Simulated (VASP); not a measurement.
# PtS2 (P-3m1) in VASP: further runs

Runs on PtS2. Level: r2SCAN. Tasks: single point.

Program: VASP 6.6.1. These are calculated values, not measurements. Logs are shortened: lines on timing, memory, paths and dates and some standing lists are left out, and cuts for length are marked.

### Step 1. The cell of the first run

It takes space group P-3m1 (No. 164, trigonal). The conventional cell has a = 3.548 Å, b = 3.548 Å, c = 5.596 Å, α = 90.00°, β = 90.00°, γ = 120.00°. Pt (site symmetry -3m) has 6 S at 2.39 Å within 3.2 Å. Within 3.3 Å of S (site symmetry 3m) lie 3 Pt at 2.39 Å and 3 S at 3.21 Å.

### Step 2. Single point, r2SCAN

File POSCAR:

```
PtS2
1.0
    3.5478349487      0.0000000000      0.0000000000
   -1.7739174743      3.0725151940      0.0000000000
    0.0000000000      0.0000000000      5.5956922260
Pt S
1 2
Direct
    0.0000000000      0.0000000000      0.0000000000
    0.3333333333      0.6666666667      0.2204225226
    0.6666666667      0.3333333333      0.7795774774
```

File INCAR.step1:

```
ALGO = Normal ; EDIFF = 1E-5
ENCUT = 550 ; GGA = PE
GGA_COMPAT = False ; ISMEAR = 0
LASPH = True ; LCHARG = False
LREAL = False ; LWAVE = True
NBANDS = 18 ; NELM = 120
PREC = Accurate ; SIGMA = 0.05
```

File INCAR.step2:

```
ALGO = Normal ; EDIFF = 1E-6
ENCUT = 550 ; GGA_COMPAT = False
ISIF = 2 ; ISMEAR = 0
ISTART = 1 ; LASPH = True
LCHARG = False ; LMIXTAU = True
LREAL = False ; LWAVE = False
METAGGA = R2SCAN ; NBANDS = 18
NELM = 120 ; PREC = Accurate
SIGMA = 0.05
```

File KPOINTS:

```
k-points
0
Gamma
  8 8 4
```

Potentials or basis: VASP PAW PBE potentials, release 64 (Pt, S).

On the command line:

```sh
cat potpaw_PBE.64/Pt/POTCAR potpaw_PBE.64/S/POTCAR > POTCAR
cp INCAR.step1 INCAR
mpirun -np 1 vasp_std > vasp.out
cp INCAR.step2 INCAR
mpirun -np 1 vasp_std > vasp.out
```

OUTCAR:

```text
EDIFF = 1E-6
   ENCUT = 550
   ISIF = 2
   ISMEAR = 0
   ISTART = 1
   LASPH = True
   LREAL = False
   METAGGA = R2SCAN
   NELM = 120
   PREC = Accurate

 ion  position               nearest neighbor table
   1  0.000  0.000  0.000-   2 2.39   3 2.39   2 2.39   3 2.39   3 2.39   2 2.39
   2  0.333  0.667  0.220-   1 2.39   1 2.39   1 2.39
   3  0.667  0.333  0.780-   1 2.39   1 2.39   1 2.39

  LATTYP: Found a hexagonal cell.
 ALAT       =     3.5478349487
 C/A-ratio  =     1.5772132320

  Lattice vectors:

 A1 = (   3.5478349487,   0.0000000000,   0.0000000000)
 A2 = (  -1.7739174743,   3.0725151940,   0.0000000000)
 A3 = (   0.0000000000,   0.0000000000,   5.5956922260)

Analysis of symmetry for initial positions (statically):
=====================================================================
 Subroutine PRICEL returns:
 Original cell was already a primitive cell.

 Routine SETGRP: Setting up the symmetry group for a
 hexagonal supercell.

 Subroutine GETGRP returns: Found 12 space group operations
 (whereof 12 operations were pure point group operations)
 out of a pool of 24 trial point group operations.

The static configuration has the point symmetry D_3d.

Analysis of symmetry for dynamics (positions and initial velocities):
=====================================================================
 Subroutine PRICEL returns:
 Original cell was already a primitive cell.

 Routine SETGRP: Setting up the symmetry group for a
 hexagonal supercell.

 Subroutine GETGRP returns: Found 12 space group operations
 (whereof 12 operations were pure point group operations)
 out of a pool of 24 trial point group operations.

The dynamic configuration has the point symmetry D_3d.

 Subroutine INISYM returns: Found 12 space group operations
 (whereof 12 operations are pure point group operations),
 and found     1 'primitive' translations

----------------------------------------------------------------------------------------

                                     Primitive cell

  volume of cell :      60.9974

  direct lattice vectors                    reciprocal lattice vectors
     3.547834949  0.000000000  0.000000000     0.281862041  0.162733125  0.000000000
    -1.773917474  3.072515194  0.000000000     0.000000000  0.325466251  0.000000000
     0.000000000  0.000000000  5.595692226     0.000000000  0.000000000  0.178708900

  length of vectors
     3.547834949  3.547834949  5.595692226     0.325466251  0.325466251  0.178708900

  position of ions in fractional coordinates (direct lattice)
     0.000000000  0.000000000  0.000000000
     0.333333333  0.666666667  0.220422523
     0.666666667  0.333333333  0.779577477

  ion indices of the primitive-cell ions
   primitive index   ion index
                 1           1
                 2           2
                 3           3

----------------------------------------------------------------------------------------

 KPOINTS: k-points

Automatic generation of k-mesh.
 Grid dimensions read from file:
 generate k-points for:    8    8    4

 Generating k-lattice:

  Cartesian coordinates                     Fractional coordinates (reciprocal lattice)
     0.035232755  0.020341641  0.000000000     0.125000000  0.000000000  0.000000000
     0.000000000  0.040683281  0.000000000     0.000000000  0.125000000  0.000000000
     0.000000000  0.000000000  0.044677225     0.000000000  0.000000000  0.250000000

  Length of vectors
     0.040683281  0.040683281  0.044677225

  Shift w.r.t. Gamma in fractional coordinates (k-lattice)
     0.000000000  0.000000000  0.000000000

 Subroutine IBZKPT returns following result:
 ===========================================

 Found     35 irreducible k-points:

 Following reciprocal coordinates:
            Coordinates               Weight
  0.000000  0.000000  0.000000      1.000000
  0.125000  0.000000  0.000000      6.000000
  0.250000  0.000000  0.000000      6.000000
  0.375000  0.000000  0.000000      6.000000
  0.500000  0.000000  0.000000      3.000000
  0.125000  0.125000  0.000000      6.000000
[... 16 lines left out ...]
 -0.125000  0.500000  0.250000     12.000000
  0.250000  0.250000  0.250000     12.000000
 [... further k-points ...]
   k-points           NKPTS =     35   k-points in BZ     NKDIM =     35   number of bands    NBANDS=     18
   number of dos      NEDOS =    301   number of ions     NIONS =      3
   total plane-waves  NPLWV =  37632
   dimension x,y,z NGX =    28 NGY =   28 NGZ =   48
   dimension x,y,z NGXF=    56 NGYF=   56 NGZF=   96
   ions per type =               1   2
   NGX,Y,Z   is equivalent  to a cutoff of  13.12, 13.12, 14.26 a.u.
   NGXF,Y,Z  is equivalent  to a cutoff of  26.24, 26.24, 28.52 a.u.
 SYSTEM =  unknown system
   PREC   = accura    normal or accurate (medium, high low for compatibility)
   ISTART =      1    job   : 0-new  1-cont  2-samecut
   ICHARG =      0    charge: 1-file 2-atom 10-const
   ISPIN  =      1    spin polarized calculation?
   LNONCOLLINEAR =      F non collinear calculations
   LSORBIT =      F    spin-orbit coupling
   LASPH  =      T    aspherical Exc in radial PAW
   ENCUT  =  550.0 eV  40.42 Ry    6.36 a.u.   6.78  6.78 10.70*2*pi/ulx,y,z
   NELM   =    120;   NELMIN=  2; NELMDL=  0     # of ELM steps
   EDIFF  = 0.1E-05   stopping-criterion for ELM
   LREAL  =      F    real-space projection
   EDIFFG = 0.1E-04   stopping-criterion for IOM
   NSW    =      0    number of steps for IOM
   IBRION =     -1    ionic relax: 0-MD 1-quasi-New 2-CG
   NFREE  =      0    steps in history (QN), initial steepest desc. (CG)
   ISIF   =      2    stress and relaxation
   ISYM   =      2    0-nonsym 1-usesym 2-fastsym
   POTIM  = 0.5000    time-step for ionic-motion
   TEBEG  =    0.0;   TEEND  =   0.0 temperature during run
   PSTRESS=    0.0 pullay stress
   NELECT =      22.0000    total number of electrons
   NUPDOWN=      -1.0000    fix difference up-down
   EMIN   =  10.00;   EMAX   =-10.00  energy-range for DOS
   EFERMI =   0.00;   METHOD = LEGACY
   ISMEAR =     0;   SIGMA  =   0.05  broadening in eV -4-tet -1-fermi 0-gaus
   EFERMI_NEDOS =   21; number of points for ismear=-14 and -15
   IALGO  =     38    algorithm
   IMIX   =      4    mixing-type and parameters
     AMIX     =   0.40;   BMIX     =  1.00
     AMIX_MAG =   1.60;   BMIX_MAG =  1.00
  volume/ion in A,a.u.               =      20.33       137.21
  Fermi-wavevector in a.u.,A,eV,Ry     =   1.165320  2.202136 18.476322  1.357971
  Thomas-Fermi vector in A             =   2.301847
   LORBIT       =      0    0 simple, 1 ext, 2 COOP (PROOUT), +10 PAW based schemes
   METAGGA = R2SCAN    functional components
   LHFCALC =     F    Hartree Fock is set to
   AEXX    =    0.0000 exact exchange contribution
   IVDW    =     0    specifies the selected vdW correction
   LEPSILON=     F    determine dielectric tensor
   LRPA    =     F    only Hartree local field effects (RPA)
 non-spin polarized calculation
 Gauss-broadening in eV      SIGMA  =   0.05
  energy-cutoff  :      550.00
  volume of cell :       61.00
 maximum number of plane-waves:      1799
 NGX is ok and might be reduce to    28
   NGX = 13   NGY = 13   NGZ = 21

 number of electron      21.9999999 magnetization

 Free energy of the ion-electron system (eV)
  ---------------------------------------------------
  ext. energy  EPLUGINS =         0.00000000
  ---------------------------------------------------
  free energy    TOTEN  =       -68.87328315 eV

  energy without entropy =      -68.87328315  energy(sigma->0) =      -68.87328315

 E-fermi :   4.9843     XC(G=0): -10.6127

 val. band max:        4.7580464611   @ k =   0.0000   0.1250   0.2500
 cond. band min:       6.1263229541   @ k =   0.0000   0.2500   0.2500
 fundamental gap:      1.3682764930
 Fermi energy:         4.9842746504

 k-point     1 :       0.0000    0.0000    0.0000
  band No.  band energies     occupation
      1     -10.3771      2.00000
      2      -7.8203      2.00000
      3      -1.5053      2.00000
      4      -1.4236      2.00000
      5      -1.4236      2.00000
      6       1.3271      2.00000
[... 10 lines left out ...]
     17      13.8211      0.00000
     18      16.5668      0.00000

 k-point     2 :       0.1250    0.0000    0.0000
  band No.  band energies     occupation
      1     -10.1749      2.00000
      2      -7.8869      2.00000
      3      -1.3664      2.00000
      4      -1.2964      2.00000
      5      -1.2783      2.00000
      6       1.0230      2.00000
[... 10 lines left out ...]
     17      14.4534      0.00000
     18      16.0365      0.00000

 k-point     3 :       0.2500    0.0000    0.0000
  band No.  band energies     occupation
      1      -9.6266      2.00000
      2      -8.0460      2.00000
      3      -1.2056      2.00000
      4      -1.0119      2.00000
      5      -0.6736      2.00000
      6       0.0737      2.00000
[... 10 lines left out ...]
     17      14.8159      0.00000
     18      15.2663      0.00000

 k-point     4 :       0.3750    0.0000    0.0000
  band No.  band energies     occupation
      1      -8.9496      2.00000
      2      -8.2027      2.00000
      3      -1.6960      2.00000
      4      -0.8270      2.00000
      5      -0.2816      2.00000
      6       0.2393      2.00000
[... 375 lines left out ...]
      4      -0.8913      2.00000
      5       0.0519      2.00000
      6       0.4008      2.00000
[... 10 lines left out ...]
     17      14.4514      0.00000
     18      15.2640      0.00000

 k-point    23 :      -0.1250    0.5000    0.2500
  band No.  band energies     occupation
      1      -8.6458      2.00000
      2      -8.2188      2.00000
      3      -1.9757      2.00000
      4      -0.9363      2.00000
      5      -0.1583      2.00000
      6       0.6783      2.00000
[... 10 lines left out ...]
     17      15.0888      0.00000
     18      15.3808      0.00000

 k-point    24 :       0.2500    0.2500    0.2500
  band No.  band energies     occupation
      1      -8.5916      2.00000
      2      -8.2946      2.00000
      3      -1.4668      2.00000
      4      -0.9821      2.00000
      5      -0.3815      2.00000
      6       0.4061      2.00000
[... 10 lines left out ...]
     17      15.0679      0.00000
     18      15.4384      0.00000

 [... further k-points ...]

------------------------ aborting loop because EDIFF is reached ----------------------------------------

  FORCE on cell =-STRESS in cart. coord.  units (eV):
  Direction    XX          YY          ZZ          XY          YZ          ZX
  --------------------------------------------------------------------------------------
  -------------------------------------------------------------------------------------
  Total       -0.0043997     -0.0043997     -0.0149859     -0.0000000     -0.0000000      0.0000000
  in kB       -0.1155634     -0.1155634     -0.3936258     -0.0000000     -0.0000000      0.0000000
  external PRESSURE =      -0.2082509 kB  Pullay stress =       0.0000000 kB

 VOLUME and BASIS-vectors are now :
 -----------------------------------------------------------------------------
  energy-cutoff  :      550.00
  volume of cell :       61.00
      direct lattice vectors                 reciprocal lattice vectors
     3.547834949  0.000000000  0.000000000     0.281862041  0.162733125  0.000000000
    -1.773917474  3.072515194  0.000000000     0.000000000  0.325466251  0.000000000
     0.000000000  0.000000000  5.595692226     0.000000000  0.000000000  0.178708900

 POSITION                                       TOTAL-FORCE (eV/Angst)
 -----------------------------------------------------------------------------------
      0.00000      0.00000      0.00000         0.000000     -0.000000     -0.000000
     -0.00000      2.04834      1.23342         0.000000      0.000000     -0.005219
      1.77392      1.02417      4.36228        -0.000000     -0.000000      0.005219
 -----------------------------------------------------------------------------------
    total drift:                               -0.000000      0.000000      0.000000

  FREE ENERGIE OF THE ION-ELECTRON SYSTEM (eV)
  ---------------------------------------------------
  free  energy   TOTEN  =       -68.8732831504 eV

  energy  without entropy=      -68.8732831504  energy(sigma->0) =      -68.87328315
```

It took 61 s on 1 thread of Intel Xeon 6975P-C (Granite Rapids), shared host; peak memory 0.21 GiB.

What came out:

```yaml
Free_energy: -68.8733 eV
Pressure: 0.0 GPa
Largest_force: 0.005 eV/Å
Band_gap_on_the_k_mesh: 1.37 eV (least direct gap 1.38 eV)
```

Forces on the atoms (eV/Å):
```
Pt   0.000  0.000  0.000
S    0.000  0.000 -0.005
S    0.000  0.000  0.005
```

Levels at points of the mesh, in eV from the valence-band top:
```tsv
k point	band 7	band 8	band 9	band 10	band 11	band 12	band 13	band 14	band 15	band 16
(0.00, 0.00, 0.00)	-3.43	-1.55	-0.63	-0.63	-0.10	2.94	2.94	6.04	6.19	9.06
(0.50, 0.00, 0.00)	-2.73	-2.61	-2.55	-2.39	-2.06	2.38	3.02	5.95	7.21	9.12
(0.00, 0.00, 0.50)	-3.44	-1.89	-0.85	-0.72	-0.72	3.16	3.16	6.34	7.82	8.90
(0.50, 0.00, 0.50)	-2.74	-2.70	-2.39	-2.28	-1.36	2.62	2.83	5.62	6.48	8.40
```

Caveat: the PAW data sets were made with another functional, which shifts forces and pressure a little; spin-orbit coupling is left out, which moves the levels of the heavy elements. A k mesh can miss the band edges.

(Continued in part 2 of 3.)
